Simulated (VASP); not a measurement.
Here is a VASP 6.6.1 calculation.

INCAR

```
SYSTEM = ZnIr
ALGO     = Normal         ! electronic algorithm
EDIFF    = 1E-6           ! SCF threshold, eV
ENCUT    = 520            ! plane-wave cutoff, eV
ISIF     = 2              ! what is computed and relaxed
ISMEAR   = -1             ! smearing method
ISPIN    = 2              ! spin polarisation
LASPH    = .TRUE.         ! aspherical terms in the spheres
LCHARG   = .TRUE.         ! write CHGCAR
LELF     = .TRUE.         ! ELF
LMAXMIX  = 4              ! l up to which the mixer works
LORBIT   = 11             ! projections on sites
LREAL    = .FALSE.        ! projectors in reciprocal space
LVHAR    = .TRUE.       
LWAVE    = .FALSE.        ! write WAVECAR
MAGMOM   = 0 0            ! initial moments
NBANDS   = 22             ! bands
NELM     = 150            ! most SCF steps
NUPDOWN  = 0.0            ! fixed moment
PREC     = Accurate       ! precision mode
SIGMA    = 0.03           ! smearing width, eV
```

KPOINTS

```
k-points
0
G
  14 14 8
  0 0 0
```

The input POSCAR:

```
ZnIr
1.0
    2.7771790596      0.0000000000      0.0000000000
   -1.3885895298      2.4051076165      0.0000000000
    0.0000000000      0.0000000000      4.1638620700
Zn Ir
1 1
Direct
    0.6666666667      0.3333333333      0.5000000000
    0.0000000000      0.0000000000      0.0000000000
```

Potentials or basis: VASP PAW LDA potentials, release 64 (Zn, Ir).

Launch:

```console
$ cat potpaw_LDA.64/Zn/POTCAR potpaw_LDA.64/Ir/POTCAR > POTCAR
$ mpirun -np 1 vasp_std > vasp.out
```

(1) What does it give for the pressure?

## Answers

(1) -7.9 GPa.

Caveat: the cell stands under tension; the total moment is fixed, so each spin has its own Fermi level.
